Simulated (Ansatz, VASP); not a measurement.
As3S2 in VASP and in Ansatz

```
As S
1.0
     4.94607    0.00000    0.00000
    -2.47304    4.28343    0.00000
     0.00000    0.00000    5.94981
As S
3 2
Cartesian
  0.0000 0.0000 0.0000
  0.0000 2.8556 4.8229
  2.4730 1.4278 1.1269
  0.0000 2.8556 1.0654
  2.4730 1.4278 4.8844
```

Alike in both runs: functional PBE; k mesh 12 × 12 × 8; occupations gaussian, width 0.1 eV; no spin polarisation.

Ansatz relaxed the structure, and its values are those at the end. VASP's run is a single point on that final structure, the one shown.

|  | VASP | Ansatz |
| --- | --- | --- |
| version | VASP 6.6.1 | Ansatz 0.2.0 |
| potentials or method | VASP PAW PBE potentials, release 64 (As, S), cutoff 520 eV | scalar-relativistic, plane waves, PAW |
| valence electrons in the cell | 27 | 57 |

|  | VASP | Ansatz | Ansatz less VASP |
| --- | --- | --- | --- |
| gap on the k mesh at the Fermi level (eV) | none | none | - |
| pressure (GPa) | 0.0 | 0.0 | -0.03 |
| rms of the force components (eV/Å) | 0.012 | 0.001 | -0.0110 |

A gap of «none» marks a metal or a gap that the smearing closes. VASP's potentials hold 27 valence electrons a cell and Ansatz's 57, so a difference there can come from the potentials and not from the codes.
